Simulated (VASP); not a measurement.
Wanted: the native input for a VASP 6.6.1 run.

- Task: relaxation of cell and atoms
- Functional: PBE
- Potentials or basis: VASP PAW PBE potentials, release 64 (Na_pv, In_d, Te)
- Cutoff: 600 eV
- k mesh: 6 × 4 × 4
- Occupations: gaussian, width 0.1 eV
- Spin: no spin polarisation
- Dipole correction: no
- Further INCAR settings: ALGO = Fast; EDIFF = 1e-07; IBRION = 2; EDIFFG = -0.04; NSW = 90; ISIF = 3

The structure of NaInTe lies in POSCAR:

```
NaInTe
1.0
    3.3991528800      0.0000000000      0.0000000000
    0.0000000000      4.8551843800      0.0000000000
    0.0000000000      0.0000000000      5.2361728400
Na In Te
1 1 1
Direct
    0.0000000000      0.0000000000      0.5000000000
    0.0000000000      0.5000000000      0.0000000000
    0.0000000000      0.5000000000      0.5000000000
```

The cell was generated, and may not be a known phase.

The input as run:

INCAR

```
ALGO     = Fast           # electronic algorithm
EDIFF    = 1E-7           # SCF threshold, eV
EDIFFG   = -0.04          # ionic threshold
ENCUT    = 600            # plane-wave cutoff, eV
GGA      = PE             # functional
IBRION   = 2              # ionic algorithm
ISIF     = 3              # what is computed and relaxed
ISMEAR   = 0              # smearing method
LASPH    = True           # aspherical terms in the spheres
LCHARG   = False          # write CHGCAR
LREAL    = False          # projectors in reciprocal space
LWAVE    = False          # write WAVECAR
NELM     = 60             # most SCF steps
NSW      = 90             # ionic steps
PREC     = Accurate       # precision mode
SIGMA    = 0.1            # smearing width, eV
```

KPOINTS

```
k-points
0
Gamma
  6 4 4
```

Potentials or basis: VASP PAW PBE potentials, release 64 (Na_pv, In_d, Te).

Launch:

```bash
$ cat potpaw_PBE.64/Na_pv/POTCAR potpaw_PBE.64/In_d/POTCAR potpaw_PBE.64/Te/POTCAR > POTCAR
$ mpirun -np 1 vasp_std > vasp.out
```

Results of the run:

```
Relaxed volume                        : 43.41 Å³/atom
Relaxed cell                          : a = 3.545 Å, b = 5.793 Å, c = 6.342 Å, α = 90.00°, β = 90.00°, γ = 90.00°
Space group after relaxing (to 0.1 Å) : Pmmm (No. 47)
Energy gained by relaxing             : 688.3 meV/atom
Ionic steps                           : 11
Pressure after relaxing               : 0.0 GPa
Band gap on the k mesh                : zero (bands 13 and 14 overlap by 1.08 eV)
```

Caveat: the volume moved by over 15 % at a fixed basis, so the end points are rough; spin-orbit coupling is left out, which moves the levels of the heavy elements.

Wall time 5.2 min on 1 thread of AMD EPYC 9R45 96-Core Processor (Zen 5) (shared host), peak memory 0.24 GiB.
